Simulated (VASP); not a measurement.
# Na in VASP: notebook

Runs on Na. Level: PBE. Tasks: single point.

Program: VASP 6.6.1. These are calculated values, not measurements. Logs are shortened: lines on timing, memory, paths and dates and some standing lists are left out, and cuts for length are marked.

### Step 1. The cell of the first run

The typed cell holds 4 atoms: a = 6.620 Å, b = 6.620 Å, c = 6.126 Å, α = 90.00°, β = 90.00°, γ = 145.75°.

### Step 2. Single point, PBE

File INCAR:

```
SYSTEM = Na
PREC = Accurate
ENCUT = 520
EDIFF = 1E-7
ISMEAR = 0
SIGMA = 0.1
LREAL = .FALSE.
LASPH = .TRUE.
NELM = 60
ALGO = Normal
ISIF = 2
LWAVE = .FALSE.
LCHARG = .TRUE.
GGA = PE
LELF = .TRUE.
LVHAR = .TRUE.
NBANDS = 22
```

File KPOINTS:

```
Automatic mesh
0
G
  4 4 4
  0 0 0
```

File POSCAR:

```
Na
1.0
    1.9492359386     -6.3267292559      0.0000000000
    1.9492359386      6.3267292559      0.0000000000
    0.0000000000      0.0000000000      6.1262248904
Na
4
Direct
    0.1327940302      0.8672059698      1.0001969072
    0.6327940302      0.3672059698      0.4998030928
    0.8672059698      0.1327940302     -0.0001969072
    0.3672059698      0.6327940302      0.5001969072
```

Potentials or basis: VASP PAW PBE potentials, release 64 (Na_pv).

Launch:

```sh
$ cat potpaw_PBE.64/Na_pv/POTCAR > POTCAR
$ mpirun -np 1 vasp_std > vasp.out
```

OUTCAR:

```text
SYSTEM = Na
   PREC = Accurate
   ENCUT = 520
   EDIFF = 1E-7
   ISMEAR = 0
   LREAL = .FALSE.
   LASPH = .TRUE.
   NELM = 60
   ISIF = 2
   GGA = PE

 ion  position               nearest neighbor table
   1  0.133  0.867  0.000-
   2  0.633  0.367  0.500-
   3  0.867  0.133  1.000-
   4  0.367  0.633  0.500-

  LATTYP: Found a base centered orthorhombic cell.
 ALAT       =     3.8984718772
 B/A-ratio  =     3.2457483112
 C/A-ratio  =     1.5714426276

  Lattice vectors:

 A1 = (   1.9492359386,  -6.3267292559,   0.0000000000)
 A2 = (   1.9492359386,   6.3267292559,   0.0000000000)
 A3 = (   0.0000000000,   0.0000000000,   6.1262248904)

Analysis of symmetry for initial positions (statically):
=====================================================================
 Subroutine PRICEL returns:
 Original cell was already a primitive cell.

 Routine SETGRP: Setting up the symmetry group for a
 base centered orthorhombic supercell.

 Subroutine GETGRP returns: Found  8 space group operations
 (whereof  4 operations were pure point group operations)
 out of a pool of  8 trial point group operations.

The static configuration has the point symmetry C_2h.
 The point group associated with its full space group is D_2h.

Analysis of symmetry for dynamics (positions and initial velocities):
=====================================================================
 Subroutine PRICEL returns:
 Original cell was already a primitive cell.

 Routine SETGRP: Setting up the symmetry group for a
 base centered orthorhombic supercell.

 Subroutine GETGRP returns: Found  8 space group operations
 (whereof  4 operations were pure point group operations)
 out of a pool of  8 trial point group operations.

The dynamic configuration has the point symmetry C_2h.
 The point group associated with its full space group is D_2h.

 Subroutine INISYM returns: Found  8 space group operations
 (whereof  4 operations are pure point group operations),
 and found     1 'primitive' translations

----------------------------------------------------------------------------------------

                                     Primitive cell

  volume of cell :     151.1007

  direct lattice vectors                    reciprocal lattice vectors
     1.949235939 -6.326729256  0.000000000     0.256510764 -0.079029777  0.000000000
     1.949235939  6.326729256  0.000000000     0.256510764  0.079029777  0.000000000
     0.000000000  0.000000000  6.126224890     0.000000000  0.000000000  0.163232663

  length of vectors
     6.620198171  6.620198171  6.126224890     0.268409161  0.268409161  0.163232663

  position of ions in fractional coordinates (direct lattice)
     0.132794030  0.867205970  0.000196907
     0.632794030  0.367205970  0.499803093
     0.867205970  0.132794030  0.999803093
     0.367205970  0.632794030  0.500196907

  ion indices of the primitive-cell ions
   primitive index   ion index
                 1           1
                 2           2
                 3           3
                 4           4

----------------------------------------------------------------------------------------

 KPOINTS: Automatic mesh

Automatic generation of k-mesh.
 Grid dimensions read from file:
 generate k-points for:    4    4    4

 Generating k-lattice:

  Cartesian coordinates                     Fractional coordinates (reciprocal lattice)
     0.064127691 -0.019757444  0.000000000     0.250000000 -0.000000000  0.000000000
     0.064127691  0.019757444  0.000000000    -0.000000000  0.250000000  0.000000000
     0.000000000  0.000000000  0.040808166     0.000000000  0.000000000  0.250000000

  Length of vectors
     0.067102290  0.067102290  0.040808166

  Shift w.r.t. Gamma in fractional coordinates (k-lattice)
     0.000000000  0.000000000  0.000000000

 Subroutine IBZKPT returns following result:
 ===========================================

 Found     21 irreducible k-points:

 Following reciprocal coordinates:
            Coordinates               Weight
  0.000000  0.000000  0.000000      1.000000
  0.250000  0.000000  0.000000      4.000000
  0.500000  0.000000  0.000000      2.000000
  0.250000  0.250000  0.000000      2.000000
  0.500000  0.250000  0.000000      4.000000
 -0.250000  0.250000  0.000000      2.000000
[... 13 lines left out ...]
 -0.250000  0.250000  0.500000      2.000000
  0.500000  0.500000  0.500000      1.000000
   k-points           NKPTS =     21   k-points in BZ     NKDIM =     21   number of bands    NBANDS=     22
   number of dos      NEDOS =    301   number of ions     NIONS =      4
   total plane-waves  NPLWV = 120000
   dimension x,y,z NGX =    50 NGY =   50 NGZ =   48
   dimension x,y,z NGXF=   100 NGYF=  100 NGZF=   96
   ions per type =               4
   NGX,Y,Z   is equivalent  to a cutoff of  12.56, 12.56, 13.03 a.u.
   NGXF,Y,Z  is equivalent  to a cutoff of  25.11, 25.11, 26.05 a.u.
 SYSTEM =  Na
   PREC   = accura    normal or accurate (medium, high low for compatibility)
   ISTART =      0    job   : 0-new  1-cont  2-samecut
   ICHARG =      2    charge: 1-file 2-atom 10-const
   ISPIN  =      1    spin polarized calculation?
   LNONCOLLINEAR =      F non collinear calculations
   LSORBIT =      F    spin-orbit coupling
   LASPH  =      T    aspherical Exc in radial PAW
   ENCUT  =  520.0 eV  38.22 Ry    6.18 a.u.  12.31 12.31 11.39*2*pi/ulx,y,z
   NELM   =     60;   NELMIN=  2; NELMDL= -5     # of ELM steps
   EDIFF  = 0.1E-06   stopping-criterion for ELM
   LREAL  =      F    real-space projection
   EDIFFG = 0.1E-05   stopping-criterion for IOM
   NSW    =      0    number of steps for IOM
   IBRION =     -1    ionic relax: 0-MD 1-quasi-New 2-CG
   NFREE  =      0    steps in history (QN), initial steepest desc. (CG)
   ISIF   =      2    stress and relaxation
   ISYM   =      2    0-nonsym 1-usesym 2-fastsym
   POTIM  = 0.5000    time-step for ionic-motion
   TEBEG  =    0.0;   TEEND  =   0.0 temperature during run
   PSTRESS=    0.0 pullay stress
   NELECT =      28.0000    total number of electrons
   NUPDOWN=      -1.0000    fix difference up-down
   EMIN   =  10.00;   EMAX   =-10.00  energy-range for DOS
   EFERMI =   0.00;   METHOD = LEGACY
   ISMEAR =     0;   SIGMA  =   0.10  broadening in eV -4-tet -1-fermi 0-gaus
   EFERMI_NEDOS =   21; number of points for ismear=-14 and -15
   IALGO  =     38    algorithm
   IMIX   =      4    mixing-type and parameters
     AMIX     =   0.40;   BMIX     =  1.00
     AMIX_MAG =   1.60;   BMIX_MAG =  1.00
  volume/ion in A,a.u.               =      37.78       254.92
  Fermi-wavevector in a.u.,A,eV,Ry     =   0.933337  1.763752 11.852288  0.871119
  Thomas-Fermi vector in A             =   2.060028
   LORBIT       =      0    0 simple, 1 ext, 2 COOP (PROOUT), +10 PAW based schemes
   GGA     = PE    functional components
   LHFCALC =     F    Hartree Fock is set to
   AEXX    =    0.0000 exact exchange contribution
   IVDW    =     0    specifies the selected vdW correction
   LEPSILON=     F    determine dielectric tensor
   LRPA    =     F    only Hartree local field effects (RPA)
 non-spin polarized calculation
 Gauss-broadening in eV      SIGMA  =   0.10
  energy-cutoff  :      520.00
  volume of cell :      151.10
 maximum number of plane-waves:      4089
 NGX is ok and might be reduce to    50
   NGX = 25   NGY = 25   NGZ = 23

 number of electron      28.0000021 magnetization

 Free energy of the ion-electron system (eV)
  ---------------------------------------------------
  ext. energy  EPLUGINS =         0.00000000
  ---------------------------------------------------
  free energy    TOTEN  =        -5.05234497 eV

  energy without entropy =       -5.04537669  energy(sigma->0) =       -5.04886083

 E-fermi :   0.2557     XC(G=0):  -6.4466

 val. band max:        0.1811517223   @ k =  -0.2500   0.2500   0.5000
 cond. band min:       0.3400645496   @ k =   0.2500   0.2500   0.0000
 fundamental gap:      0.1589128273
 Fermi energy:         0.2556647229

 k-point     1 :       0.0000    0.0000    0.0000
  band No.  band energies     occupation
      1     -24.7349      2.00000
      2     -24.7274      2.00000
      3     -24.7202      2.00000
      4     -24.7115      2.00000
      5     -24.6988      2.00000
      6     -24.6941      2.00000
[... 14 lines left out ...]
     21       5.2077      0.00000
     22       7.2657      0.00000

 k-point     2 :       0.2500    0.0000    0.0000
  band No.  band energies     occupation
      1     -24.7297      2.00000
      2     -24.7245      2.00000
      3     -24.7138      2.00000
      4     -24.7069      2.00000
      5     -24.7046      2.00000
      6     -24.6981      2.00000
[... 14 lines left out ...]
     21       4.8069      0.00000
     22       5.8640      0.00000

 k-point     3 :       0.5000    0.0000    0.0000
  band No.  band energies     occupation
      1     -24.7225      2.00000
      2     -24.7225      2.00000
      3     -24.7086      2.00000
      4     -24.7086      2.00000
      5     -24.6996      2.00000
      6     -24.6996      2.00000
[... 14 lines left out ...]
     21       5.1251      0.00000
     22       5.1251      0.00000

 k-point     4 :       0.2500    0.2500    0.0000
  band No.  band energies     occupation
      1     -24.7236      2.00000
      2     -24.7222      2.00000
      3     -24.7070      2.00000
      4     -24.7057      2.00000
      5     -24.7016      2.00000
      6     -24.7007      2.00000
[... 14 lines left out ...]
     21       4.1606      0.00000
     22       4.8339      0.00000

 k-point     5 :       0.5000    0.2500    0.0000
  band No.  band energies     occupation
      1     -24.7196      2.00000
      2     -24.7169      2.00000
      3     -24.7119      2.00000
      4     -24.7088      2.00000
      5     -24.7057      2.00000
      6     -24.7033      2.00000
[... 342 lines left out ...]
 k-point    19 :       0.5000    0.2500    0.5000
  band No.  band energies     occupation
      1     -24.7188      2.00000
      2     -24.7188      2.00000
      3     -24.7098      2.00000
      4     -24.7098      2.00000
      5     -24.7038      2.00000
      6     -24.7038      2.00000
[... 14 lines left out ...]
     21       6.1546      0.00000
     22       6.1546      0.00000

 k-point    20 :      -0.2500    0.2500    0.5000
  band No.  band energies     occupation
      1     -24.7245      2.00000
      2     -24.7245      2.00000
      3     -24.7013      2.00000
      4     -24.7013      2.00000
      5     -24.6969      2.00000
      6     -24.6969      2.00000
[... 14 lines left out ...]
     21       7.5216      0.00000
     22       7.5218      0.00000

 k-point    21 :       0.5000    0.5000    0.5000
  band No.  band energies     occupation
      1     -24.7107      2.00000
      2     -24.7107      2.00000
      3     -24.7053      2.00000
      4     -24.7053      2.00000
      5     -24.6989      2.00000
      6     -24.6989      2.00000
[... 14 lines left out ...]
     21       6.7401      0.00000
     22       6.7438      0.00000

------------------------ aborting loop because EDIFF is reached ----------------------------------------

  FORCE on cell =-STRESS in cart. coord.  units (eV):
  Direction    XX          YY          ZZ          XY          YZ          ZX
  --------------------------------------------------------------------------------------
  -------------------------------------------------------------------------------------
  Total       -0.0160233      0.1397028      0.0443561      0.0000000     -0.0000000      0.0000000
  in kB       -0.1699011      1.4813209      0.4703247      0.0000000     -0.0000000      0.0000000
  external PRESSURE =       0.5939148 kB  Pullay stress =       0.0000000 kB

 VOLUME and BASIS-vectors are now :
 -----------------------------------------------------------------------------
  energy-cutoff  :      520.00
  volume of cell :      151.10
      direct lattice vectors                 reciprocal lattice vectors
     1.949235939 -6.326729256  0.000000000     0.256510764 -0.079029777  0.000000000
     1.949235939  6.326729256  0.000000000     0.256510764  0.079029777  0.000000000
     0.000000000  0.000000000  6.126224890     0.000000000  0.000000000  0.163232663

 POSITION                                       TOTAL-FORCE (eV/Angst)
 -----------------------------------------------------------------------------------
      1.94924      4.64643      0.00121         0.000000      0.002849     -0.001683
      1.94924     -1.68030      3.06191         0.000000      0.002849      0.001683
      1.94924     -4.64643      6.12502         0.000000     -0.002849      0.001683
      1.94924      1.68030      3.06432         0.000000     -0.002849     -0.001683
 -----------------------------------------------------------------------------------
    total drift:                                0.000000     -0.000000      0.000000

  FREE ENERGIE OF THE ION-ELECTRON SYSTEM (eV)
  ---------------------------------------------------
  free  energy   TOTEN  =        -5.0523449674 eV

  energy  without entropy=       -5.0453766941  energy(sigma->0) =       -5.04886083
```

Wall time 41 s (1 thread of Intel Xeon 6975P-C (Granite Rapids), shared host); peak memory 0.32 GiB.

What came out:

- Free energy: -5.0523 eV
- Pressure: 0.1 GPa
- Largest force: 0.003 eV/Å
- Band gap on the k mesh: zero (band 14 reaches 0.66 eV, above the bottom of band 15 at -0.86 eV)

Forces in eV/Å, atoms in the order of the input:
```
Na   0.000  0.003 -0.002
Na   0.000  0.003  0.002
Na   0.000 -0.003  0.002
Na   0.000 -0.003 -0.002
```

Stress tensor (GPa, compression positive):
```
-0.02  0.00  0.00
 0.00  0.15  0.00
 0.00  0.00  0.05
```

Levels at points of the mesh, in eV from the Fermi level:
```csv
k point,band 10,band 11,band 12,band 13,band 14,band 15,band 16,band 17,band 18,band 19
"(0.00, 0.00, 0.00)",-24.94,-24.94,-24.94,-3.22,0.40,0.59,0.73,1.01,4.03,4.15
"(0.50, 0.00, 0.00)",-24.95,-24.95,-24.95,-0.49,-0.49,1.33,1.33,3.09,3.09,3.64
"(0.50, 0.50, 0.00)",-24.94,-24.94,-24.94,-2.38,-2.13,1.33,1.60,1.86,2.06,4.99
"(0.00, 0.00, 0.50)",-24.94,-24.94,-24.94,-2.19,-2.19,1.33,1.33,1.74,1.74,5.55
"(0.50, 0.00, 0.50)",-24.94,-24.94,-24.94,0.39,0.39,0.58,0.58,2.15,2.15,2.54
"(0.50, 0.50, 0.50)",-24.95,-24.94,-24.94,-1.36,-1.36,-1.12,-1.12,5.71,5.71,5.80
```

Caveat: the k points lie up to 0.42 Å⁻¹ apart.

(Continued in part 2 of 2.)
